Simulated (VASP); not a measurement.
# Ti: single point with r2SCAN

The system is Ti.

```
Ti
1.0
     2.47170    0.00000    0.00000
     0.00000    2.47170    0.00000
     0.00000    0.00000    2.47170
Ti
1
Direct
  0.00000 0.00000 0.00000
```

This isn't the form of Ti at room conditions, which is hcp.

```yaml
Program: VASP 6.6.1
Task: single point
Functional: r2SCAN
Potentials_or_basis: VASP PAW PBE potentials, release 64 (Ti_sv)
Cutoff: 520 eV
k_mesh: 17 × 17 × 17
Occupations: fermi-dirac, width 0.1 eV
Spin: no spin polarisation
Dipole_correction: no
Further_INCAR_settings: ALGO = Normal; EDIFF = 1e-06; NBANDS = 12
```

- Pressure: 20.9 GPa
- Band gap on the k mesh: zero (bands 6 and 7 overlap by 2.88 eV)

Levels at points of the mesh, in eV from the Fermi level:
```tsv
k point	band 2	band 3	band 4	band 5	band 6	band 7	band 8	band 9	band 10	band 11
(0.00, 0.00, 0.00)	-33.13	-33.13	-33.13	-6.44	-1.89	-1.89	5.14	5.14	5.14	18.90
```

Wall time 38 s on 1 thread of Intel(R) Xeon(R) 6975P-C (Granite Rapids), with other jobs on the host, peak memory 0.14 GiB.

Caveat: the cell stands under pressure; the PAW data sets were made with another functional, which shifts forces and pressure a little.
